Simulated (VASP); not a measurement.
Wanted: the native input for a VASP 6.6.1 run.

| Property | Result |
| --- | --- |
| Task | single point |
| Functional | PBE |
| Dispersion | D3(BJ) |
| Potentials or basis | VASP PAW PBE potentials, release 64 (Li_sv, H) |
| Cutoff | 750 eV |
| k mesh | 10 × 10 × 10 |
| Occupations | gaussian, width 0.02 eV |
| Spin | no spin polarisation |
| Dipole correction | no |
| Further INCAR settings | ALGO = Normal; EDIFF = 1e-06; NBANDS = 9 |

The structure of LiH lies in POSCAR:

```
LiH
1.0
    0.0000000000      1.9391316603      1.9391316603
    1.9391316603      0.0000000000      1.9391316603
    1.9391316603      1.9391316603      0.0000000000
Li H
1 1
Direct
    0.0000000000      0.0000000000      0.0000000000
    0.5000000000      0.5000000000      0.5000000000
```

These files were run (other wordings do the same):

INCAR

```
PREC = Accurate
ENCUT = 750
EDIFF = 1E-6
ISMEAR = 0
SIGMA = 0.02
LREAL = False
LASPH = True
NELM = 120
ALGO = Normal
ISIF = 2
LWAVE = False
LCHARG = True
GGA = PE
IVDW = 12
LELF = True
LVHAR = True
NBANDS = 9
GGA_COMPAT = False
```

KPOINTS

```
regular mesh
0
Gamma
  10 10 10
```

Potentials or basis: VASP PAW PBE potentials, release 64 (Li_sv, H).

Run with:

```bash
$ cat potpaw_PBE.64/Li_sv/POTCAR potpaw_PBE.64/H/POTCAR > POTCAR
$ mpirun -np 1 vasp_std > vasp.out
```

It gave:

The pressure is -0.2 GPa and the band gap on the k mesh is 2.90 eV. The dispersion energy per atom is -0.184 eV.

Run time: 12 s on 1 thread of Intel Xeon 8259CL, with other jobs on the host, peak memory 0.15 GiB.
